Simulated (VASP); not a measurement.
# Pd (Fm-3m) in VASP: single point with PBEsol

Aim: the single point of Pd with PBEsol.

Program: VASP 6.6.1. These are calculated values, not measurements. Logs are shortened: lines on timing, memory, paths and dates and some standing lists are left out, and cuts for length are marked.

### Step 1. The cell of the first run

It takes space group Fm-3m (No. 225, cubic). The conventional cell has a = 3.876 Å, b = 3.876 Å, c = 3.876 Å, α = 90.00°, β = 90.00°, γ = 90.00°. Within 3.6 Å of Pd (site symmetry m-3m) lie 12 Pd at 2.74 Å.

### Step 2. Single point, PBEsol

Contents of INCAR:

```
SYSTEM = Pd
ALGO = Normal
EDIFF = 1E-6
ENCUT = 520
GGA = PS
ISIF = 2
ISMEAR = -1
LASPH = .True.
LCHARG = .True.
LELF = .True.
LREAL = .False.
LVHAR = .True.
LWAVE = .False.
NBANDS = 11
NELM = 100
PREC = Accurate
SIGMA = 0.05
```

Contents of KPOINTS:

```
k-points
0
Gamma
  19 19 19
  0 0 0
```

Contents of POSCAR:

```
Pd
1.0
    0.0000000000      1.9382192871      1.9382192871
    1.9382192871      0.0000000000      1.9382192871
    1.9382192871      1.9382192871      0.0000000000
Pd
1
Direct
    0.0000000000      0.0000000000      0.0000000000
```

Potentials or basis: VASP PAW PBE potentials, release 64 (Pd).

On the command line:

```bash
cat potpaw_PBE.64/Pd/POTCAR > POTCAR
mpirun -np 1 vasp_std > vasp.out
```

OUTCAR:

```text
SYSTEM = Pd
   EDIFF = 1E-6
   ENCUT = 520
   GGA = PS
   ISIF = 2
   ISMEAR = -1
   LASPH = .True.
   LREAL = .False.
   NELM = 100
   PREC = Accurate

 ion  position               nearest neighbor table
   1  0.000  0.000  0.000-

  LATTYP: Found a face centered cubic cell.
 ALAT       =     3.8764385742

  Lattice vectors:

 A1 = (   0.0000000000,   1.9382192871,   1.9382192871)
 A2 = (   1.9382192871,   0.0000000000,   1.9382192871)
 A3 = (   1.9382192871,   1.9382192871,   0.0000000000)

Analysis of symmetry for initial positions (statically):
=====================================================================
 Subroutine PRICEL returns:
 Original cell was already a primitive cell.

 Routine SETGRP: Setting up the symmetry group for a
 face centered cubic supercell.

 Subroutine GETGRP returns: Found 48 space group operations
 (whereof 48 operations were pure point group operations)
 out of a pool of 48 trial point group operations.

The static configuration has the point symmetry O_h .

Analysis of symmetry for dynamics (positions and initial velocities):
=====================================================================
 Subroutine PRICEL returns:
 Original cell was already a primitive cell.

 Routine SETGRP: Setting up the symmetry group for a
 face centered cubic supercell.

 Subroutine GETGRP returns: Found 48 space group operations
 (whereof 48 operations were pure point group operations)
 out of a pool of 48 trial point group operations.

The dynamic configuration has the point symmetry O_h .

 Subroutine INISYM returns: Found 48 space group operations
 (whereof 48 operations are pure point group operations),
 and found     1 'primitive' translations

----------------------------------------------------------------------------------------

                                     Primitive cell

  volume of cell :      14.5626

  direct lattice vectors                    reciprocal lattice vectors
     0.000000000  1.938219287  1.938219287    -0.257968747  0.257968747  0.257968747
     1.938219287  0.000000000  1.938219287     0.257968747 -0.257968747  0.257968747
     1.938219287  1.938219287  0.000000000     0.257968747  0.257968747 -0.257968747

  length of vectors
     2.741056003  2.741056003  2.741056003     0.446814976  0.446814976  0.446814976

  position of ions in fractional coordinates (direct lattice)
     0.000000000  0.000000000  0.000000000

  ion indices of the primitive-cell ions
   primitive index   ion index
                 1           1

----------------------------------------------------------------------------------------

 KPOINTS: k-points

Automatic generation of k-mesh.
 Grid dimensions read from file:
 generate k-points for:   19   19   19

 Generating k-lattice:

  Cartesian coordinates                     Fractional coordinates (reciprocal lattice)
    -0.013577302  0.013577302  0.013577302     0.052631579  0.000000000  0.000000000
     0.013577302 -0.013577302  0.013577302     0.000000000  0.052631579  0.000000000
     0.013577302  0.013577302 -0.013577302     0.000000000  0.000000000  0.052631579

  Length of vectors
     0.023516578  0.023516578  0.023516578

  Shift w.r.t. Gamma in fractional coordinates (k-lattice)
     0.000000000  0.000000000  0.000000000

 Subroutine IBZKPT returns following result:
 ===========================================

 Found    220 irreducible k-points:

 Following reciprocal coordinates:
            Coordinates               Weight
  0.000000  0.000000  0.000000      1.000000
  0.052632  0.000000  0.000000      8.000000
  0.105263  0.000000  0.000000      8.000000
  0.157895  0.000000  0.000000      8.000000
  0.210526  0.000000  0.000000      8.000000
  0.263158  0.000000  0.000000      8.000000
[... 16 lines left out ...]
 -0.315789  0.052632  0.000000     24.000000
 -0.263158  0.052632  0.000000     24.000000
 [... further k-points ...]
   k-points           NKPTS =    220   k-points in BZ     NKDIM =    220   number of bands    NBANDS=     11
   number of dos      NEDOS =    301   number of ions     NIONS =      1
   total plane-waves  NPLWV =   8000
   dimension x,y,z NGX =    20 NGY =   20 NGZ =   20
   dimension x,y,z NGXF=    40 NGYF=   40 NGZF=   40
   ions per type =               1
   NGX,Y,Z   is equivalent  to a cutoff of  12.13, 12.13, 12.13 a.u.
   NGXF,Y,Z  is equivalent  to a cutoff of  24.26, 24.26, 24.26 a.u.
 SYSTEM =  Pd
   PREC   = accura    normal or accurate (medium, high low for compatibility)
   ISTART =      0    job   : 0-new  1-cont  2-samecut
   ICHARG =      2    charge: 1-file 2-atom 10-const
   ISPIN  =      1    spin polarized calculation?
   LNONCOLLINEAR =      F non collinear calculations
   LSORBIT =      F    spin-orbit coupling
   LASPH  =      T    aspherical Exc in radial PAW
   ENCUT  =  520.0 eV  38.22 Ry    6.18 a.u.   5.10  5.10  5.10*2*pi/ulx,y,z
   NELM   =    100;   NELMIN=  2; NELMDL= -5     # of ELM steps
   EDIFF  = 0.1E-05   stopping-criterion for ELM
   LREAL  =      F    real-space projection
   EDIFFG = 0.1E-04   stopping-criterion for IOM
   NSW    =      0    number of steps for IOM
   IBRION =     -1    ionic relax: 0-MD 1-quasi-New 2-CG
   NFREE  =      0    steps in history (QN), initial steepest desc. (CG)
   ISIF   =      2    stress and relaxation
   ISYM   =      2    0-nonsym 1-usesym 2-fastsym
   POTIM  = 0.5000    time-step for ionic-motion
   TEBEG  =    0.0;   TEEND  =   0.0 temperature during run
   PSTRESS=    0.0 pullay stress
   NELECT =      10.0000    total number of electrons
   NUPDOWN=      -1.0000    fix difference up-down
   EMIN   =  10.00;   EMAX   =-10.00  energy-range for DOS
   EFERMI =   0.00;   METHOD = LEGACY
   ISMEAR =    -1;   SIGMA  =   0.05  broadening in eV -4-tet -1-fermi 0-gaus
   EFERMI_NEDOS =   21; number of points for ismear=-14 and -15
   IALGO  =     38    algorithm
   IMIX   =      4    mixing-type and parameters
     AMIX     =   0.40;   BMIX     =  1.00
     AMIX_MAG =   1.60;   BMIX_MAG =  1.00
  volume/ion in A,a.u.               =      14.56        98.27
  Fermi-wavevector in a.u.,A,eV,Ry     =   1.444315  2.729360 28.382376  2.086046
  Thomas-Fermi vector in A             =   2.562624
   LORBIT       =      0    0 simple, 1 ext, 2 COOP (PROOUT), +10 PAW based schemes
   GGA     = PS    functional components
   LHFCALC =     F    Hartree Fock is set to
   AEXX    =    0.0000 exact exchange contribution
   IVDW    =     0    specifies the selected vdW correction
   LEPSILON=     F    determine dielectric tensor
   LRPA    =     F    only Hartree local field effects (RPA)
 non-spin polarized calculation
  energy-cutoff  :      520.00
  volume of cell :       14.56
 maximum number of plane-waves:       400
   NGX = 11   NGY = 11   NGZ = 11

 number of electron      10.0000002 magnetization

 Free energy of the ion-electron system (eV)
  ---------------------------------------------------
  ext. energy  EPLUGINS =         0.00000000
  ---------------------------------------------------
  free energy    TOTEN  =        -5.96760510 eV

  energy without entropy =       -5.94807398  energy(sigma->0) =       -5.95783954

 E-fermi :   9.8584     XC(G=0): -13.4592

 val. band max:        9.8552283248   @ k =  -0.4211   0.4211   0.1579
 cond. band min:       9.8592237242   @ k =  -0.4737   0.4211   0.1053
 fundamental gap:      0.0039953995
 Fermi energy:         9.8583596448

 k-point     1 :       0.0000    0.0000    0.0000
  band No.  band energies     occupation
      1       2.4980      2.00000
      2       6.9298      2.00000
      3       6.9298      2.00000
      4       6.9298      2.00000
      5       8.5961      2.00000
      6       8.5961      2.00000
      7      26.9706      0.00000
      8      31.8130      0.00000
      9      31.8130      0.00000
     10      31.8130      0.00000
     11      35.9032      0.00000

 k-point     2 :       0.0526    0.0000    0.0000
  band No.  band energies     occupation
      1       2.6002      2.00000
      2       6.8921      2.00000
      3       6.9660      2.00000
      4       6.9660      2.00000
      5       8.5782      2.00000
      6       8.5782      2.00000
      7      27.0840      0.00000
      8      31.1200      0.00000
      9      31.9333      0.00000
     10      31.9333      0.00000
     11      35.9478      0.00000

 k-point     3 :       0.1053    0.0000    0.0000
  band No.  band energies     occupation
      1       2.8970      2.00000
      2       6.7958      2.00000
      3       7.0622      2.00000
      4       7.0622      2.00000
      5       8.5387      2.00000
      6       8.5387      2.00000
      7      27.3544      0.00000
      8      29.6793      0.00000
      9      32.2776      0.00000
     10      32.2776      0.00000
     11      35.9803      0.00000

 k-point     4 :       0.1579    0.0000    0.0000
  band No.  band energies     occupation
      1       3.3515      2.00000
      2       6.6946      2.00000
      3       7.1769      2.00000
      4       7.1769      2.00000
      5       8.5229      2.00000
      6       8.5229      2.00000
      7      27.2854      0.00000
      8      28.3885      0.00000
      9      32.7897      0.00000
     10      32.7897      0.00000
     11      36.0491      0.00000

 k-point     5 :       0.2105    0.0000    0.0000
  band No.  band energies     occupation
      1       3.8750      2.00000
      2       6.6966      2.00000
      3       7.2427      2.00000
      4       7.2427      2.00000
      5       8.6003      2.00000
      6       8.6003      2.00000
      7      25.8029      0.00000
      8      28.2071      0.00000
      9      33.3382      0.00000
     10      33.3382      0.00000
     11      35.6428      0.00000
[... 211 lines left out ...]
 k-point    21 :      -0.4211    0.0526    0.0000
  band No.  band energies     occupation
      1       4.4954      2.00000
      2       6.8720      2.00000
      3       6.9667      2.00000
      4       9.1381      2.00000
      5       9.6349      1.97734
      6      10.8674      0.00000
      7      18.0114      0.00000
      8      26.5306      0.00000
      9      30.4467      0.00000
     10      31.3903      0.00000
     11      35.9606      0.00000

 k-point    22 :      -0.3684    0.0526    0.0000
  band No.  band energies     occupation
      1       4.5470      2.00000
      2       6.9558      2.00000
      3       7.0356      2.00000
      4       8.5901      2.00000
      5       9.3559      1.99991
      6      10.1812      0.00313
      7      19.5446      0.00000
      8      26.8460      0.00000
      9      30.7610      0.00000
     10      32.3121      0.00000
     11      35.9561      0.00000

 k-point    23 :      -0.3158    0.0526    0.0000
  band No.  band energies     occupation
      1       4.5739      2.00000
      2       7.0603      2.00000
      3       7.1369      2.00000
      4       7.7761      2.00000
      5       9.0156      2.00000
      6       9.6513      1.96869
      7      21.3911      0.00000
      8      27.3032      0.00000
      9      31.3112      0.00000
     10      33.5493      0.00000
     11      35.6760      0.00000

 k-point    24 :      -0.2632    0.0526    0.0000
  band No.  band energies     occupation
      1       4.4694      2.00000
      2       6.9854      2.00000
      3       7.2335      2.00000
      4       7.2423      2.00000
      5       8.6808      2.00000
      6       9.2396      1.99999
      7      23.3373      0.00000
      8      27.7945      0.00000
      9      31.9168      0.00000
     10      34.8435      0.00000
     11      34.9404      0.00000

 [... further k-points ...]

------------------------ aborting loop because EDIFF is reached ----------------------------------------

  FORCE on cell =-STRESS in cart. coord.  units (eV):
  Direction    XX          YY          ZZ          XY          YZ          ZX
  --------------------------------------------------------------------------------------
  -------------------------------------------------------------------------------------
  Total       -0.0302662     -0.0302662     -0.0302662      0.0000000      0.0000000     -0.0000000
  in kB       -3.3298940     -3.3298940     -3.3298940      0.0000000      0.0000000     -0.0000000
  external PRESSURE =      -3.3298940 kB  Pullay stress =       0.0000000 kB

 VOLUME and BASIS-vectors are now :
 -----------------------------------------------------------------------------
  energy-cutoff  :      520.00
  volume of cell :       14.56
      direct lattice vectors                 reciprocal lattice vectors
     0.000000000  1.938219287  1.938219287    -0.257968747  0.257968747  0.257968747
     1.938219287  0.000000000  1.938219287     0.257968747 -0.257968747  0.257968747
     1.938219287  1.938219287  0.000000000     0.257968747  0.257968747 -0.257968747

 POSITION                                       TOTAL-FORCE (eV/Angst)
 -----------------------------------------------------------------------------------
      0.00000      0.00000      0.00000        -0.000000      0.000000      0.000000
 -----------------------------------------------------------------------------------
    total drift:                                0.000000      0.000000      0.000000

  FREE ENERGIE OF THE ION-ELECTRON SYSTEM (eV)
  ---------------------------------------------------
  free  energy   TOTEN  =        -5.9676050952 eV

  energy  without entropy=       -5.9480739759  energy(sigma->0) =       -5.95783954
```

It took 16 s on 1 thread of Intel Xeon Platinum 8488C (Sapphire Rapids), shared host; peak memory 0.15 GiB.

What came out:

| Quantity | Value |
| --- | --- |
| Free energy | -5.9676 eV |
| Pressure | -0.3 GPa |
| Band gap on the k mesh | zero (band 5 reaches 10.13 eV, above the bottom of band 6 at 8.52 eV) |

Levels at points of the mesh, in eV from the Fermi level:
```
           k point  band 2  band 3  band 4  band 5  band 6  band 7  band 8  band 9
(0.00, 0.00, 0.00)   -2.93   -2.93   -2.93   -1.26   -1.26   17.11   21.95   21.95
```

Caveat: the PAW data sets were made with another functional, which shifts forces and pressure a little.
